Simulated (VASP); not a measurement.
A run of VASP 6.6.1 is set up as follows.

File INCAR:

```
ALGO     = Normal         # electronic algorithm
EDIFF    = 1E-7           # SCF threshold, eV
ENCUT    = 520            # plane-wave cutoff, eV
GGA      = PS             # functional
ISIF     = 2              # what is computed and relaxed
ISMEAR   = 0              # smearing method
LASPH    = T              # aspherical terms in the spheres
LCHARG   = T              # write CHGCAR
LELF     = T              # ELF
LREAL    = F              # projectors in reciprocal space
LVHAR    = T            
LWAVE    = F              # write WAVECAR
NBANDS   = 54             # bands
NELM     = 100            # most SCF steps
PREC     = Accurate       # precision mode
SIGMA    = 0.03           # smearing width, eV
```

Contents of KPOINTS:

```
k-points
0
Gamma
  10 10 10
```

POSCAR

```
FeGe
1.0
    4.6035649179      0.0000000000      0.0000000000
    0.0000000000      4.6035649179      0.0000000000
    0.0000000000      0.0000000000      4.6035649179
Fe Ge
4 4
Direct
    0.1332048933      0.1332048933      0.1332048933
    0.3667951067      0.8667951067      0.6332048933
    0.6332048933      0.3667951067      0.8667951067
    0.8667951067      0.6332048933      0.3667951067
    0.8380999982      0.8380999982      0.8380999982
    0.6619000018      0.1619000018      0.3380999982
    0.3380999982      0.6619000018      0.1619000018
    0.1619000018      0.3380999982      0.6619000018
```

Potentials or basis: VASP PAW PBE potentials, release 64 (Fe, Ge_d).

Command:

```bash
$ cat potpaw_PBE.64/Fe/POTCAR potpaw_PBE.64/Ge_d/POTCAR > POTCAR
$ mpirun -np 1 vasp_std > vasp.out
```

Task: Estimate the pressure.

Result: -2.6 GPa.

Task: What does it give for the largest force?

Result: 0.031 eV/Å.

Task: Estimate the band gap on the k mesh.

Result: 0.11 eV, indirect (least direct gap 0.13 eV).

Forces on the atoms (eV/Å):
```
Fe   0.018  0.018  0.018
Fe  -0.018 -0.018  0.018
Fe   0.018 -0.018 -0.018
Fe  -0.018  0.018 -0.018
Ge   0.005  0.005  0.005
Ge  -0.005 -0.005  0.005
Ge   0.005 -0.005 -0.005
Ge  -0.005  0.005 -0.005
```

Caveat: the PAW data sets were made with another functional, which shifts forces and pressure a little. A k mesh can miss the band edges.
